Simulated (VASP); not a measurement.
**CsRe: single point with PBE**

CsRe:

```xyz
2
Lattice="3.6894 0.0000 0.0000 -1.8447 3.1951 0.0000 0.0000 0.0000 5.6314" Properties=species:S:1:pos:R:3 pbc="T T T"
Cs   -0.0223    0.0567    2.7845
Re    0.0075    0.0510    0.0012
```

```
Program                : VASP 6.6.1
Task                   : single point
Functional             : PBE
Potentials or basis    : VASP PAW PBE potentials, release 64 (Cs_sv, Re_sv_GW)
Cutoff                 : 560 eV
k mesh                 : 6 × 6 × 4
Occupations            : gaussian, width 0.01 eV
Spin                   : no spin polarisation
Dipole correction      : no
Further INCAR settings : ALGO = Normal; EDIFF = 1e-06; NBANDS = 19
```

| Quantity | Value |
| --- | --- |
| Pressure | -7.5 GPa |
| Largest force | 0.291 eV/Å |
| Band gap on the k mesh | zero (bands 12 and 13 overlap by 0.82 eV) |

Forces on the atoms (eV/Å):
```
Cs  -0.196  0.035  0.212
Re   0.196 -0.035 -0.212
```

Stress tensor (GPa, compression positive):
```
-13.06   0.01   0.00
  0.01 -13.03   0.00
  0.00   0.00   3.53
```

Levels at points of the mesh, in eV from the Fermi level:
| k point | band 10 | band 11 | band 12 | band 13 | band 14 | band 15 |
| --- | --- | --- | --- | --- | --- | --- |
| (0.00, 0.00, 0.00) | -1.32 | -0.13 | -0.13 | -0.01 | -0.01 | 2.03 |
| (0.50, 0.00, 0.00) | -1.82 | -1.12 | -0.35 | 1.29 | 1.67 | 1.93 |
| (0.00, 0.50, 0.00) | -1.82 | -1.12 | -0.35 | 1.29 | 1.67 | 1.93 |
| (0.50, 0.50, 0.00) | -1.82 | -1.12 | -0.35 | 1.29 | 1.67 | 1.93 |
| (0.00, 0.00, 0.50) | -0.09 | -0.09 | 0.47 | 0.47 | 0.83 | 2.04 |
| (0.50, 0.00, 0.50) | -0.67 | -0.12 | 0.24 | 1.29 | 1.44 | 1.57 |
| (0.00, 0.50, 0.50) | -0.67 | -0.12 | 0.24 | 1.29 | 1.44 | 1.57 |
| (0.50, 0.50, 0.50) | -0.68 | -0.12 | 0.24 | 1.29 | 1.44 | 1.57 |

It took 62 s on 1 thread of AMD EPYC 9R45 (Zen 5) (shared host), peak memory 0.24 GiB.

Caveat: the stress differs along the axes, from -13 to 4 GPa; spin-orbit coupling is left out, which moves the levels of the heavy elements.
